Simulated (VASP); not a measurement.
# SiC (P6_3mc) in VASP: a series of runs

SiC is run at these levels: r2SCAN; tasks: single point.

Everything below comes from runs of VASP 6.6.1. Logs are shortened: lines on timing, memory, paths and dates and some standing lists are left out, and cuts for length are marked.

### 1 The cell of the first run

It takes space group P6_3mc (No. 186, hexagonal). The conventional cell has a = 3.013 Å, b = 3.013 Å, c = 4.943 Å, α = 90.00°, β = 90.00°, γ = 120.00°. Si (site symmetry 3m) has 4 C at 1.84 to 1.86 Å within 2.4 Å. Within 2.4 Å of C (site symmetry 3m) lie 4 Si at 1.84 to 1.86 Å.

### 2 Single point, r2SCAN (volume scaled by 0.94, then relaxed in part)

Contents of POSCAR:

```
SiC
1.0
    3.0131199820      0.0000000000      0.0000000000
   -1.5065599910      2.6094384491      0.0000000000
    0.0000000000      0.0000000000      4.9428112320
Si C
2 2
Direct
    0.3333333333      0.6666666667      0.0045681927
    0.6666666667      0.3333333333      0.5045681927
    0.3333333333      0.6666666667      0.3804318073
    0.6666666667      0.3333333333      0.8804318073
```

Contents of INCAR.step1:

```
  PREC = Accurate
  ENCUT = 520
  ISMEAR = 0
  SIGMA = 0.02
  LREAL = F
  LASPH = T
  NELM = 80
  NBANDS = 16
  GGA = PE
  ALGO = Normal
  EDIFF = 1E-4
  LWAVE = T
  LCHARG = F
```

Contents of INCAR.step2:

```
  PREC = Accurate
  ENCUT = 520
  EDIFF = 1E-6
  ISMEAR = 0
  SIGMA = 0.02
  LREAL = F
  LASPH = T
  NELM = 80
  ALGO = Normal
  ISIF = 2
  LWAVE = F
  LCHARG = F
  METAGGA = R2SCAN
  LMIXTAU = T
  NBANDS = 16
  ISTART = 1
```

Contents of KPOINTS:

```
regular mesh
0
Gamma
  12 12 6
```

Potentials or basis: VASP PAW PBE potentials, release 64 (Si, C).

Run with:

```bash
> cat potpaw_PBE.64/Si/POTCAR potpaw_PBE.64/C/POTCAR > POTCAR
> cp INCAR.step1 INCAR
> mpirun -np 1 vasp_std > vasp.out
> cp INCAR.step2 INCAR
> mpirun -np 1 vasp_std > vasp.out
```

OUTCAR:

```text
PREC = Accurate
   ENCUT = 520
   EDIFF = 1E-6
   ISMEAR = 0
   LREAL = F
   LASPH = T
   NELM = 80
   ISIF = 2
   METAGGA = R2SCAN
   ISTART = 1

 ion  position               nearest neighbor table
   1  0.333  0.667  0.005-   4 1.84   4 1.84   4 1.84   3 1.86   2 3.02   2 3.02   2 3.02   2 3.02
                             2 3.02   2 3.02
   2  0.667  0.333  0.505-   3 1.84   3 1.84   3 1.84   4 1.86   1 3.02   1 3.02   1 3.02   1 3.02
                             1 3.02   1 3.02
   3  0.333  0.667  0.380-   2 1.84   2 1.84   2 1.84   1 1.86
   4  0.667  0.333  0.880-   1 1.84   1 1.84   1 1.84   2 1.86

  LATTYP: Found a hexagonal cell.
 ALAT       =     3.0131199820
 C/A-ratio  =     1.6404296084

  Lattice vectors:

 A1 = (   3.0131199820,   0.0000000000,   0.0000000000)
 A2 = (  -1.5065599910,   2.6094384491,   0.0000000000)
 A3 = (   0.0000000000,   0.0000000000,   4.9428112320)

Analysis of symmetry for initial positions (statically):
=====================================================================
 Subroutine PRICEL returns:
 Original cell was already a primitive cell.

 Routine SETGRP: Setting up the symmetry group for a
 hexagonal supercell.

 Subroutine GETGRP returns: Found 12 space group operations
 (whereof  6 operations were pure point group operations)
 out of a pool of 24 trial point group operations.

The static configuration has the point symmetry C_3v.
 The point group associated with its full space group is C_6v.

Analysis of symmetry for dynamics (positions and initial velocities):
=====================================================================
 Subroutine PRICEL returns:
 Original cell was already a primitive cell.

 Routine SETGRP: Setting up the symmetry group for a
 hexagonal supercell.

 Subroutine GETGRP returns: Found 12 space group operations
 (whereof  6 operations were pure point group operations)
 out of a pool of 24 trial point group operations.

The dynamic configuration has the point symmetry C_3v.
 The point group associated with its full space group is C_6v.

 Subroutine INISYM returns: Found 12 space group operations
 (whereof  6 operations are pure point group operations),
 and found     1 'primitive' translations

----------------------------------------------------------------------------------------

                                     Primitive cell

  volume of cell :      38.8631

  direct lattice vectors                    reciprocal lattice vectors
     3.013119982  0.000000000  0.000000000     0.331881905  0.191612107  0.000000000
    -1.506559991  2.609438449  0.000000000     0.000000000  0.383224215  0.000000000
[... 90 lines left out ...]
   LREAL  =      F    real-space projection
   EDIFFG = 0.1E-04   stopping-criterion for IOM
   NSW    =      0    number of steps for IOM
   IBRION =     -1    ionic relax: 0-MD 1-quasi-New 2-CG
   NFREE  =      0    steps in history (QN), initial steepest desc. (CG)
   ISIF   =      2    stress and relaxation
   ISYM   =      2    0-nonsym 1-usesym 2-fastsym
   POTIM  = 0.5000    time-step for ionic-motion
   TEBEG  =    0.0;   TEEND  =   0.0 temperature during run
   PSTRESS=    0.0 pullay stress
   NELECT =      16.0000    total number of electrons
   NUPDOWN=      -1.0000    fix difference up-down
   EMIN   =  10.00;   EMAX   =-10.00  energy-range for DOS
   EFERMI =   0.00;   METHOD = LEGACY
   ISMEAR =     0;   SIGMA  =   0.02  broadening in eV -4-tet -1-fermi 0-gaus
   EFERMI_NEDOS =   21; number of points for ismear=-14 and -15
   IALGO  =     38    algorithm
   IMIX   =      4    mixing-type and parameters
     AMIX     =   0.40;   BMIX     =  1.00
     AMIX_MAG =   1.60;   BMIX_MAG =  1.00
  volume/ion in A,a.u.               =       9.72        65.57
  Fermi-wavevector in a.u.,A,eV,Ry     =   1.217874  2.301448 20.180390  1.483217
  Thomas-Fermi vector in A             =   2.353180
   LORBIT       =      0    0 simple, 1 ext, 2 COOP (PROOUT), +10 PAW based schemes
   METAGGA = R2SCAN    functional components
   LHFCALC =     F    Hartree Fock is set to
   AEXX    =    0.0000 exact exchange contribution
   IVDW    =     0    specifies the selected vdW correction
   LEPSILON=     F    determine dielectric tensor
   LRPA    =     F    only Hartree local field effects (RPA)
 non-spin polarized calculation
 Gauss-broadening in eV      SIGMA  =   0.02
  energy-cutoff  :      520.00
  volume of cell :       38.86
 maximum number of plane-waves:      1087
 NGX is ok and might be reduce to    24
   NGX = 11   NGY = 11   NGZ = 19

 number of electron      15.9999998 magnetization

 Free energy of the ion-electron system (eV)
  ---------------------------------------------------
  ext. energy  EPLUGINS =         0.00000000
  ---------------------------------------------------
  free energy    TOTEN  =       -38.52299386 eV

  energy without entropy =      -38.52299386  energy(sigma->0) =      -38.52299386

 E-fermi :   8.9528     XC(G=0): -12.2089

 val. band max:        8.8590580998   @ k =   0.0000   0.0000   0.0000
 cond. band min:      11.4302545672   @ k =   0.3333   0.3333   0.0000
 fundamental gap:      2.5711964674
 Fermi energy:         8.9528342465

 k-point     1 :       0.0000    0.0000    0.0000
  band No.  band energies     occupation
      1      -8.0050      2.00000
      2      -4.1349      2.00000
      3      -0.4926      2.00000
      4       7.4426      2.00000
      5       7.4426      2.00000
      6       8.7503      2.00000
[... 433 lines left out ...]
      3       1.0802      2.00000
      4       2.7756      2.00000
      5       3.7763      2.00000
      6       5.7672      2.00000
[... 8 lines left out ...]
     15      21.7131      0.00000
     16      22.3374      0.00000

 [... further k-points ...]
[... 5 lines left out ...]
  --------------------------------------------------------------------------------------
  -------------------------------------------------------------------------------------
  Total        3.8035948      3.8035948      3.7939270      0.0000000      0.0000000      0.0000000
  in kB      156.8076778    156.8076778    156.4091106      0.0000000      0.0000000      0.0000000
  external PRESSURE =     156.6748221 kB  Pullay stress =       0.0000000 kB

 VOLUME and BASIS-vectors are now :
 -----------------------------------------------------------------------------
  energy-cutoff  :      520.00
  volume of cell :       38.86
      direct lattice vectors                 reciprocal lattice vectors
     3.013119982  0.000000000  0.000000000     0.331881905  0.191612107  0.000000000
    -1.506559991  2.609438449  0.000000000     0.000000000  0.383224215  0.000000000
     0.000000000  0.000000000  4.942811232     0.000000000  0.000000000  0.202314018

 POSITION                                       TOTAL-FORCE (eV/Angst)
 -----------------------------------------------------------------------------------
     -0.00000      1.73963      0.02258         0.000000      0.000000      0.008001
      1.50656      0.86981      2.49399        -0.000000      0.000000      0.008001
     -0.00000      1.73963      1.88040         0.000000     -0.000000     -0.008001
      1.50656      0.86981      4.35181         0.000000     -0.000000     -0.008001
 -----------------------------------------------------------------------------------
    total drift:                                0.000000      0.000000     -0.000441

  FREE ENERGIE OF THE ION-ELECTRON SYSTEM (eV)
  ---------------------------------------------------
  free  energy   TOTEN  =       -38.5229938600 eV

  energy  without entropy=      -38.5229938600  energy(sigma->0) =      -38.52299386
```

OUTCAR.step1:

```text
PREC = Accurate
   ENCUT = 520
   ISMEAR = 0
   LREAL = F
[... 690 lines left out ...]
     -0.00000      1.73963      0.02258         0.000000     -0.000000      0.010823
      1.50656      0.86981      2.49399         0.000000     -0.000000      0.010823
     -0.00000      1.73963      1.88040        -0.000000      0.000000     -0.010823
      1.50656      0.86981      4.35181        -0.000000     -0.000000     -0.010823
 -----------------------------------------------------------------------------------
    total drift:                                0.000000      0.000000      0.000045

  FREE ENERGIE OF THE ION-ELECTRON SYSTEM (eV)
  ---------------------------------------------------
  free  energy   TOTEN  =       -29.9321813825 eV

  energy  without entropy=      -29.9321813825  energy(sigma->0) =      -29.93218138
```

OSZICAR.step1:

```text
N       E                     dE             d eps       ncg     rms          rms(c)
DAV:   1     0.254848331022E+02    0.25485E+02   -0.71746E+03  2432   0.897E+02
DAV:   2    -0.316073227742E+02   -0.57092E+02   -0.52648E+02  3408   0.163E+02
DAV:   3    -0.340090833325E+02   -0.24018E+01   -0.23933E+01  3264   0.303E+01
DAV:   4    -0.340256403781E+02   -0.16557E-01   -0.16555E-01  2944   0.308E+00
DAV:   5    -0.340257910576E+02   -0.15068E-03   -0.15068E-03  3208   0.275E-01    0.134E+01
DAV:   6    -0.300652951884E+02    0.39605E+01   -0.68396E+00  3048   0.162E+01    0.619E+00
DAV:   7    -0.299514777638E+02    0.11382E+00   -0.12744E+00  3464   0.667E+00    0.262E+00
DAV:   8    -0.299335772368E+02    0.17901E-01   -0.53441E-02  2792   0.145E+00    0.673E-01
DAV:   9    -0.299318821658E+02    0.16951E-02   -0.77316E-03  3112   0.607E-01    0.118E-01
DAV:  10    -0.299321595799E+02   -0.27741E-03   -0.92069E-04  2992   0.178E-01    0.560E-02
DAV:  11    -0.299321813825E+02   -0.21803E-04   -0.69448E-05  2008   0.641E-02
   1 F= -.29932181E+02 E0= -.29932181E+02  d E =-.175254E-19
```

Run time: 58 s. Hardware: 1 thread of Intel Xeon 6975P-C (Granite Rapids), shared host; peak memory 0.18 GiB.

What came out:

- Free energy: -38.5230 eV
- Pressure: 15.7 GPa
- Largest force: 0.008 eV/Å
- Band gap on the k mesh: 2.57 eV, indirect (least direct gap 4.63 eV)

Forces on the atoms (eV/Å):
```
Si   0.000  0.000  0.008
Si   0.000  0.000  0.008
C    0.000  0.000 -0.008
C    0.000  0.000 -0.008
```

Caveat: the PAW data sets were made with another functional, which shifts forces and pressure a little. A k mesh can miss the band edges.

### 3 Single point, r2SCAN (volume scaled by 0.97, then relaxed in part)

Contents of POSCAR:

```
SiC
1.0
    3.0445454039      0.0000000000      0.0000000000
   -1.5222727019      2.6366536627      0.0000000000
    0.0000000000      0.0000000000      4.9958092340
Si C
2 2
Direct
    0.3333333333      0.6666666667      0.0045754862
    0.6666666667      0.3333333333      0.5045754862
    0.3333333333      0.6666666667      0.3804245138
    0.6666666667      0.3333333333      0.8804245138
```

Contents of INCAR.step1:

```
ALGO = Normal
EDIFF = 1E-4
ENCUT = 520
GGA = PE
ISMEAR = 0
LASPH = True
LCHARG = False
LREAL = False
LWAVE = True
NBANDS = 16
NELM = 100
PREC = Accurate
SIGMA = 0.02
```

Contents of INCAR.step2:

```
ALGO = Normal
EDIFF = 1E-7
ENCUT = 520
ISIF = 2
ISMEAR = 0
ISTART = 1
LASPH = True
LCHARG = True
LELF = True
LMIXTAU = True
LREAL = False
LVHAR = True
LWAVE = False
METAGGA = R2SCAN
NBANDS = 16
NELM = 100
PREC = Accurate
SIGMA = 0.02
```

Contents of KPOINTS:

```
k-points
0
Gamma
  12 12 6
```

Potentials or basis: VASP PAW PBE potentials, release 64 (Si, C).

Run with:

```bash
> cat potpaw_PBE.64/Si/POTCAR potpaw_PBE.64/C/POTCAR > POTCAR
> cp INCAR.step1 INCAR
> mpirun -np 1 vasp_std > vasp.out
> cp INCAR.step2 INCAR
> mpirun -np 1 vasp_std > vasp.out
```

Wall time 66 s (1 thread of Intel Xeon 6975P-C (Granite Rapids), shared host); peak memory 0.18 GiB.

The run converged. Its results:

| Quantity | Value |
| --- | --- |
| Free energy | -38.6110 eV |
| Pressure | 7.2 GPa |
| Largest force | 0.006 eV/Å |
| Band gap on the k mesh | 2.62 eV, indirect (least direct gap 4.55 eV) |

Forces in eV/Å, atoms in the order of the input:
```
Si   0.000  0.000  0.006
Si   0.000  0.000  0.006
C    0.000  0.000 -0.006
C    0.000  0.000 -0.006
```

Levels at points of the mesh, in eV from the valence-band top:
```
           k point  band 6  band 7  band 8  band 9  band 10  band 11
(0.00, 0.00, 0.00)   -0.11    0.00    0.00    5.65     7.12     7.39
(0.50, 0.00, 0.00)   -3.54   -3.44   -1.26    3.29     4.71     7.72
(0.00, 0.00, 0.50)   -0.76   -0.76   -0.76    6.78     6.78     8.07
(0.50, 0.00, 0.50)   -2.60   -2.47   -2.47    3.80     3.80     5.94
```

Caveat: the PAW data sets were made with another functional, which shifts forces and pressure a little.
